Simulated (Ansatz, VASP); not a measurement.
## Mg2SiN2 in VASP and in Ansatz

Contents of INCAR:

```
SYSTEM = Mg2SiN2
PREC = Accurate ; ENCUT = 520
EDIFF = 1E-6 ; ISMEAR = 0
SIGMA = 0.1 ; LREAL = .FALSE.
LASPH = .TRUE. ; NELM = 100
ALGO = Normal ; ISIF = 2
LWAVE = .FALSE. ; LCHARG = .FALSE.
GGA = PE ; NBANDS = 17
```

KPOINTS

```
Automatic mesh
0
G
  6 6 2
  0 0 0
```

The input POSCAR:

```
Mg2SiN2
1.0
    3.1479692000      0.0000000000      0.0000000000
   -1.5739846000      2.7262212900      0.0000000000
    0.0000000000      0.0000000000      8.5349976500
Mg Si N
2 1 2
Direct
    0.6666666700      0.3333333300      0.2917240000
    0.3333333300      0.6666666700      0.7082760000
    0.0000000000      0.0000000000      0.0000000000
    0.6666666700      0.3333333300      0.8726159900
    0.3333333300      0.6666666700      0.1273840100
```

Input for Ansatz:

```yaml
crystal:
  lattice:
    - [3.1479692, 0.0, 0.0]
    - [-1.5739846, 2.72622129, 0.0]
    - [0.0, 0.0, 8.53499765]
  atoms:
    - { symbol: Mg, position: [0.66666667, 0.33333333, 0.291724] }
    - { symbol: Mg, position: [0.33333333, 0.66666667, 0.708276] }
    - { symbol: Si, position: [0.0, 0.0, 0.0] }
    - { symbol: "N", position: [0.66666667, 0.33333333, 0.87261599] }
    - { symbol: "N", position: [0.33333333, 0.66666667, 0.12738401] }
basis:
  ecutwfc: 420
kpoints:
  mp_grid: { grid: [6, 6, 2] }
hamiltonian:
  xc: pbe
scf:
  occupations: { method: gaussian, width: 0.1 }
  lower_state_search: "off"
output:
  forces: true
  stress: true
  eigenvalues: true
```

Change from the starting cell: species swapped into the Na2HfN2 type (P-3m1, No. 164).

Alike in both runs: task single point; functional PBE; k mesh 6 × 6 × 2; occupations gaussian, width 0.1 eV; no spin polarisation.

|  | VASP | Ansatz |
| --- | --- | --- |
| version | VASP 6.6.1 | Ansatz 0.2.0 |
| potentials or method | VASP PAW PBE potentials, release 64 (Mg, Si, N), cutoff 520 eV | scalar-relativistic, plane waves, PAW |
| valence electrons in the cell | 18 | 34 |

Ansatz gave:

| Property | Result |
| --- | --- |
| gap on the k mesh at the Fermi level (eV) | none |
| pressure (GPa) | -17.2 |
| traceless stress, the component that is largest in VASP (GPa) | 4.18 |
| rms of the force components (eV/Å) | 0.374 |

Q: What did VASP give for the same quantities?

A: gap on the k mesh at the Fermi level (eV): none; pressure (GPa): -17.4; traceless stress, the component that is largest in VASP (GPa): 4.15; rms of the force components (eV/Å): 0.361.

Atom by atom the forces differ by 0.012 eV/Å (rms over components). A gap of «none» marks a metal or a gap that the smearing closes. With one functional, cell and mesh, what is left measures potentials, basis and numerics. VASP's potentials hold 18 valence electrons a cell and Ansatz's 34, so a difference there can come from the potentials and not from the codes.

The k mesh is coarse, so the values compare programs but aren't converged.
